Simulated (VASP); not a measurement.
Write the native input for VASP 6.6.1 that does the following.

| Quantity | Value |
| --- | --- |
| Task | single point |
| Functional | PBE |
| Dispersion | D3(BJ) |
| Potentials or basis | VASP PAW PBE potentials, release 64 (Cu, O, C) |
| Cutoff | 520 eV |
| k mesh | 6 × 6 × 1 |
| Occupations | gaussian, width 0.1 eV |
| Spin | no spin polarisation |
| Dipole correction | yes |
| Further INCAR settings | ALGO = Normal; EDIFF = 1e-06; NBANDS = 84 |

The structure of Cu12CO lies in POSCAR:

```
Cu12CO
1.0
    5.0393684011      0.0000000000      0.0000000000
   -2.5196842005      4.3642210544      0.0000000000
    0.0000000000      0.0000000000     22.8721943999
Cu O C
12 1 1
Direct
    0.3333333333      0.1666666667      0.1748848375
    0.3333333333      0.6666666667      0.1748848375
    0.8333333333      0.1666666667      0.1748848375
    0.8333333333      0.6666666667      0.1748848375
    0.1666666667      0.3333333333      0.2649977796
    0.1666666667      0.8333333333      0.2649977796
    0.6666666667      0.3333333333      0.2649977796
    0.6666666667      0.8333333333      0.2649977796
    0.0000000000      0.0000000000      0.3551121619
    0.0000000000      0.5000000000      0.3551121619
    0.5000000000      0.0000000000      0.3551121619
    0.5000000000      0.5000000000      0.3551121619
    0.0000000000      0.2500000000      0.5125085156
    0.0000000000      0.2500000000      0.5627879063
```

One way to write it, as run:

INCAR

```
SYSTEM = Cu12CO
ALGO     = Normal         ! electronic algorithm
DIPOL    = 0.5 0.5 0.304
EDIFF    = 1E-6           ! SCF threshold, eV
ENCUT    = 520            ! plane-wave cutoff, eV
GGA      = PE             ! functional
IDIPOL   = 3            
ISIF     = 2              ! what is computed and relaxed
ISMEAR   = 0              ! smearing method
IVDW     = 12             ! dispersion correction
LASPH    = .True.         ! aspherical terms in the spheres
LCHARG   = .False.        ! write CHGCAR
LDIPOL   = .True.       
LREAL    = .False.        ! projectors in reciprocal space
LWAVE    = .False.        ! write WAVECAR
NBANDS   = 84             ! bands
NELM     = 100            ! most SCF steps
PREC     = Accurate       ! precision mode
SIGMA    = 0.1            ! smearing width, eV
```

KPOINTS

```
k-points
0
Gamma
  6 6 1
  0 0 0
```

Potentials or basis: VASP PAW PBE potentials, release 64 (Cu, O, C).

Command:

```console
$ cat potpaw_PBE.64/Cu/POTCAR potpaw_PBE.64/O/POTCAR potpaw_PBE.64/C/POTCAR > POTCAR
$ mpirun -np 1 vasp_std > vasp.out
```

It gave:

```json
{
  "Largest force": "0.737 eV/Å",
  "Band gap on the k mesh": "zero (bands 71 and 72 overlap by 0.41 eV)",
  "Dispersion energy per atom": "-0.347 eV"
}
```

Wall time 16 min on 1 thread of Intel(R) Xeon(R) 6975P-C (Granite Rapids), on a shared host, peak memory 0.82 GiB.
